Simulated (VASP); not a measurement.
# Ba: single point with PBEsol

The system is Ba.

```xyz
1
Lattice="0.0000 3.0421 3.6505 3.0421 0.0000 3.6505 3.0421 3.0421 0.0000" Properties=species:S:1:pos:R:3 pbc="T T T"
Ba    0.0000    0.0000    0.0000
```

This cell differs from its parent crystal: ratio of the length along z to the lengths across it x 1.2, volume and fractional coordinates fixed.

| Item | Value |
| --- | --- |
| Program | VASP 6.6.1 |
| Task | single point |
| Functional | PBEsol |
| Potentials or basis | VASP PAW PBE potentials, release 64 (Ba_sv) |
| Cutoff | 520 eV |
| k mesh | 14 × 14 × 14 |
| Occupations | gaussian, width 0.15 eV |
| Spin | no spin polarisation |
| Dipole correction | no |
| Further INCAR settings | ALGO = Fast; EDIFF = 1e-07; NBANDS = 11 |

| Property | Result |
| --- | --- |
| Pressure | -1.0 GPa |
| Band gap on the k mesh | zero (band 5 reaches 1.51 eV, above the bottom of band 6 at 1.25 eV) |

Stress tensor (GPa, compression positive):
```
-0.55  0.00  0.00
 0.00 -0.55  0.00
 0.00  0.00 -1.79
```

Levels at points of the mesh, in eV from the Fermi level:
```csv
k point,band 1,band 2,band 3,band 4,band 5,band 6,band 7,band 8,band 9,band 10
"(0.00, 0.00, 0.00)",-29.04,-14.03,-13.99,-13.99,-2.76,1.07,2.13,2.14,2.14,3.89
"(0.50, 0.00, 0.00)",-29.01,-14.40,-14.10,-13.99,-0.93,0.91,1.05,2.13,3.97,4.27
"(0.50, 0.50, 0.00)",-29.02,-14.32,-14.05,-14.05,-0.92,0.03,0.97,4.43,4.47,4.47
"(0.50, 0.00, 0.50)",-28.98,-14.38,-14.26,-14.10,-0.71,-0.10,2.31,3.73,3.74,4.59
```

Wall time 2.2 min on 1 thread of AMD EPYC 7R13 Processor (Zen 3) (shared host), peak memory 0.3 GiB.

Caveat: the PAW data sets were made with another functional, which shifts forces and pressure a little; spin-orbit coupling is left out, which moves the levels of the heavy elements.
